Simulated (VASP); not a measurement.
Wanted: the native input for a VASP 6.6.1 run.

| Property | Result |
| --- | --- |
| Task | single point |
| Functional | PBE |
| Potentials or basis | VASP PAW PBE potentials, release 64 (In_d, As) |
| Cutoff | 500 eV |
| k mesh | 5 × 5 × 5 |
| Occupations | gaussian, width 0.2 eV |
| Spin | no spin polarisation |
| Dipole correction | no |
| Further INCAR settings | ALGO = Normal; EDIFF = 1e-06; NBANDS = 16 |

The structure of InAs lies in POSCAR:

```
InAs
1.0
    2.3848321078      1.3768834610      2.3774892256
   -2.3848321078      1.3768834610      2.3774892256
    0.0000000000     -2.7537669172      2.3774892284
In As
1 1
Direct
    0.5000000000      0.5000000000      0.5000000000
    0.0000000000      0.0000000000      0.0000000000
```

These files were run (other wordings do the same):

INCAR

```
SYSTEM = InAs
PREC = Accurate
ENCUT = 500
EDIFF = 1E-6
ISMEAR = 0
SIGMA = 0.2
LREAL = .False.
LASPH = .True.
NELM = 120
ALGO = Normal
ISIF = 2
LWAVE = .False.
LCHARG = .True.
GGA = PE
LELF = .True.
LVHAR = .True.
NBANDS = 16
GGA_COMPAT = .False.
```

KPOINTS

```
regular mesh
0
Gamma
  5 5 5
  0 0 0
```

Potentials or basis: VASP PAW PBE potentials, release 64 (In_d, As).

The run is started by

```sh
$ cat potpaw_PBE.64/In_d/POTCAR potpaw_PBE.64/As/POTCAR > POTCAR
$ mpirun -np 1 vasp_std > vasp.out
```

Results of the run:

```
Pressure               : -0.4 GPa
Band gap on the k mesh : zero (band 9 reaches 7.15 eV, above the bottom of band 10 at 5.19 eV)
```

Caveat: spin-orbit coupling is left out, which moves the levels of the heavy elements.

It took 7.9 s on 1 thread of Intel(R) Xeon(R) 6975P-C (Granite Rapids) (shared host), peak memory 0.16 GiB.
